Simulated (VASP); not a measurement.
Wanted: the native input for a VASP 6.6.1 run.

| Quantity | Value |
| --- | --- |
| Task | relaxation of cell and atoms |
| Functional | PBE |
| Potentials or basis | VASP PAW PBE potentials, release 64 (P) |
| Cutoff | 600 eV |
| k mesh | 12 × 12 × 12 |
| Occupations | gaussian, width 0.1 eV |
| Spin | no spin polarisation |
| Dipole correction | no |
| Further INCAR settings | ALGO = Normal; EDIFF = 1e-06; IBRION = 2; EDIFFG = -0.01; NSW = 100; ISIF = 3 |

The structure of P lies in POSCAR:

```
P
1.0
    4.0316947992      0.0000000000      0.0000000000
    0.0000000000      4.0316947992      0.0000000000
    0.0000000000      0.0000000000      4.0316947992
P
4
Direct
    0.3750000000      0.3750000000      0.3750000000
    0.1250000000      0.6250000000      0.8750000000
    0.6250000000      0.8750000000      0.1250000000
    0.8750000000      0.1250000000      0.6250000000
```

The cell was generated, and may not be a known phase.

These files were run (other wordings do the same):

INCAR

```
  ALGO = Normal
  EDIFF = 1E-6
  EDIFFG = -0.01
  ENCUT = 600
  GGA = PE
  IBRION = 2
  ISIF = 3
  ISMEAR = 0
  LASPH = True
  LCHARG = False
  LREAL = False
  LWAVE = False
  NELM = 100
  NSW = 100
  PREC = Accurate
  SIGMA = 0.1
```

KPOINTS

```
k-points
0
Gamma
  12 12 12
```

Potentials or basis: VASP PAW PBE potentials, release 64 (P).

The run is started by

```bash
$ cat potpaw_PBE.64/P/POTCAR > POTCAR
$ mpirun -np 1 vasp_std > vasp.out
```

It gave:

- Relaxed volume: 16.46 Å³/atom
- Relaxed cell: a = 4.038 Å, b = 4.038 Å, c = 4.038 Å, α = 90.00°, β = 90.00°, γ = 90.00°
- Space group after relaxing (to 0.1 Å): P4_132 (No. 213)
- Energy gained by relaxing: 0.1 meV/atom
- Ionic steps: 2
- Pressure after relaxing: -0.1 GPa
- Band gap on the k mesh: zero (bands 10 and 11 overlap by 5.13 eV)

It took 44 s on 1 thread of AMD EPYC 9R45 96-Core Processor (Zen 5) (shared host), peak memory 0.18 GiB.
